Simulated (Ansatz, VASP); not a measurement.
## K2S in VASP and in Ansatz

INCAR

```
ALGO = Normal
EDIFF = 1E-6
ENCUT = 500
GGA = RE
GGA_COMPAT = F
ISIF = 2
ISMEAR = 0
IVDW = 13
LASPH = T
LCHARG = T
LELF = T
LREAL = F
LVHAR = T
LWAVE = F
NBANDS = 19
NELM = 120
PREC = Accurate
SIGMA = 0.05
```

KPOINTS

```
k-points
0
Gamma
  6 6 6
```

File POSCAR:

```
K2S
1.0
    0.0000000000      3.7024334645      3.7024334645
    3.7024334645      0.0000000000      3.7024334645
    3.7024334645      3.7024334645      0.0000000000
K S
2 1
Direct
    0.2500000000      0.2500000000      0.2500000000
    0.7500000000      0.7500000000      0.7500000000
    0.0000000000      0.0000000000      0.0000000000
```

Input for Ansatz:

```yaml
crystal:
  lattice:
    - [0.0, 3.7024334645, 3.7024334645]
    - [3.7024334645, 0.0, 3.7024334645]
    - [3.7024334645, 3.7024334645, 0.0]
  atoms:
    - { symbol: K, position: [0.25, 0.25, 0.25] }
    - { symbol: K, position: [0.75, 0.75, 0.75] }
    - { symbol: S, position: [0.0, 0.0, 0.0] }
basis:
  ecutwfc: 420
  ecutrho_ratio: 4
kpoints:
  mp_grid: { grid: [6, 6, 6] }
hamiltonian:
  xc: revpbe
  dispersion: d4
scf:
  occupations: { method: gaussian, width: 0.05 }
output:
  forces: true
  stress: true
  eigenvalues: true
```

Alike in both runs: task single point; functional revPBE; dispersion D4; k mesh 6 × 6 × 6; occupations gaussian, width 0.05 eV; no spin polarisation.

```csv
,VASP,Ansatz
version,VASP 6.6.1,Ansatz 0.2.0
potentials or method,"VASP PAW PBE potentials, release 64 (K_sv, S), cutoff 500 eV","scalar-relativistic, plane waves, PAW"
valence electrons in the cell,24,24
```

|  | VASP | Ansatz | Ansatz less VASP |
| --- | --- | --- | --- |
| gap on the k mesh at the Fermi level (eV) | 2.62 | 2.62 | -0.001 |
| least direct gap on the mesh (eV) | 2.81 | 2.81 | +0.001 |
| pressure (GPa) | 0.8 | 0.7 | -0.04 |

VASP's potentials were made for PBE, not for revPBE.
